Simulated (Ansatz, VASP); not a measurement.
**Co in VASP and in Ansatz**

INCAR

```
SYSTEM = Co
PREC = Accurate
ENCUT = 520
EDIFF = 1E-6
ISMEAR = -1
SIGMA = 0.05
LREAL = .FALSE.
LASPH = .TRUE.
NELM = 150
ALGO = Normal
ISIF = 2
LWAVE = .FALSE.
LCHARG = .FALSE.
ISPIN = 2
MAGMOM = -1.754 -1.754
LORBIT = 11
LMAXMIX = 4
GGA = B5
ALDAX = 1.0
AGGAX = 1.0
AGGAC = 1.0
ALDAC = 0.0
NBANDS = 20
```

File KPOINTS:

```
Automatic mesh
0
G
  13 13 13
  0 0 0
```

POSCAR

```
Co
1.0
    0.0000000000      2.3773763642      2.3773763642
    2.3773763642      0.0000000000      2.3773763642
    2.3773763642      2.3773763642      0.0000000000
Co
2
Direct
    0.0000000000      0.0000000000      0.0000000000
    0.5000000000      0.5000000000      0.5000000000
```

Input for Ansatz:

```yaml
crystal:
  lattice:
    - [0.0, 2.3773763642, 2.3773763642]
    - [2.3773763642, 0.0, 2.3773763642]
    - [2.3773763642, 2.3773763642, 0.0]
  atoms:
    - { symbol: Co, position: [0.0, 0.0, 0.0], spin: -1.754 }
    - { symbol: Co, position: [0.5, 0.5, 0.5], spin: -1.754 }
hamiltonian:
  xc: blyp
  pseudopotentials:
    kind: paw
    azcp:
      Co: "pseudopotentials/Co.paw.azcp"
basis:
  ecutwfc: 420
  fft_grid_basis: typed
kpoints:
  mp_grid: { grid: [13, 13, 13], shift: [0, 0, 0] }
magnetization:
  spin_polarized: true
scf:
  occupations: { method: fermi_dirac, width: 0.05 }
  lower_state_search: "off"
output:
  stress: true
  write_density: true
  write_potential: true
  elf: true
  volumetric_format: npy
```

Alike in both runs: task single point; functional BLYP; k mesh 13 × 13 × 13; occupations fermi-dirac, width 0.05 eV; collinear spin.

|  | VASP | Ansatz |
| --- | --- | --- |
| version | VASP 6.6.1 | Ansatz 0.2.0 |
| potentials or method | VASP PAW PBE potentials, release 64 (Co), cutoff 520 eV | plane waves (420 eV) with PAW, scalar-relativistic |
| valence electrons in the cell | 18 | 34 |

Ansatz gave:

- pressure (GPa): -0.1
- net moment per atom (μB): 1.87
- size of the moment on the site where the two differ most (μB): 1.89

Task: Estimate VASP's values.

Result: Pressure (GPa): -0.4; net moment per atom (μB): 1.86; size of the moment on the site where the two differ most (μB): 1.87.

VASP's potentials were made for PBE, not for BLYP. Site moments also hang on the region over which each program counts them. VASP's potentials hold 18 valence electrons a cell and Ansatz's 34, so a difference there can come from the potentials and not from the codes.
